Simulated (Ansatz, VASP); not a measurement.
# ZrC: VASP beside Ansatz

```
Zr C
1.0
     0.00000    2.35176    2.35176
     2.35176    0.00000    2.35176
     2.35176    2.35176    0.00000
Zr C
1 1
Cartesian
  2.3518 2.3518 2.3518
  0.0000 0.0000 0.0000
```

Alike in both runs: functional r2SCAN; dispersion rVV10; k mesh 12 × 12 × 12; no spin polarisation.

Ansatz relaxed the structure, and its values are those at the end. VASP's run is a single point on that final structure, the one shown.

|  | VASP | Ansatz |
| --- | --- | --- |
| version | VASP 6.6.1 | Ansatz 0.2.0 |
| potentials or method | VASP PAW PBE potentials, release 64 (Zr_sv, C), cutoff 520 eV | plane waves, PAW |
| occupations | methfessel-paxton of order 1, width 0.1 eV | cold, width 0.1 eV |
| valence electrons in the cell | 16 | 16 |

```csv
,VASP,Ansatz,Ansatz less VASP
pressure (GPa),0.4,0.0,-0.41
```

VASP's potentials were made for PBE, not for r2SCAN.
